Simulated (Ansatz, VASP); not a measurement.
**Lu: VASP beside Ansatz**

```xyz
2
Lattice="3.5048 0.0000 0.0000 -1.7524 3.0353 0.0000 0.0000 0.0000 5.4697" Properties=species:S:1:pos:R:3 pbc="T T T"
Lu    0.0000    2.0235    1.3674
Lu    1.7524    1.0118    4.1023
```

Alike in both runs: task single point; functional r2SCAN; k mesh 10 × 10 × 6; occupations fermi-dirac, width 0.1 eV; no spin polarisation.

|  | VASP | Ansatz |
| --- | --- | --- |
| version | VASP 6.6.1 | Ansatz 0.2.0 |
| potentials or method | VASP PAW PBE potentials, release 64 (Lu), cutoff 520 eV | plane waves (800 eV) with PAW, scalar-relativistic |
| valence electrons in the cell | 50 | 50 |

```csv
,VASP,Ansatz,Ansatz less VASP
pressure (GPa),0.3,0.0,-0.33
"traceless stress, the component that is largest in VASP (GPa)",0.06,0.02,-0.044
```

VASP's potentials were made for PBE, not for r2SCAN.

Spin-orbit coupling is off throughout.
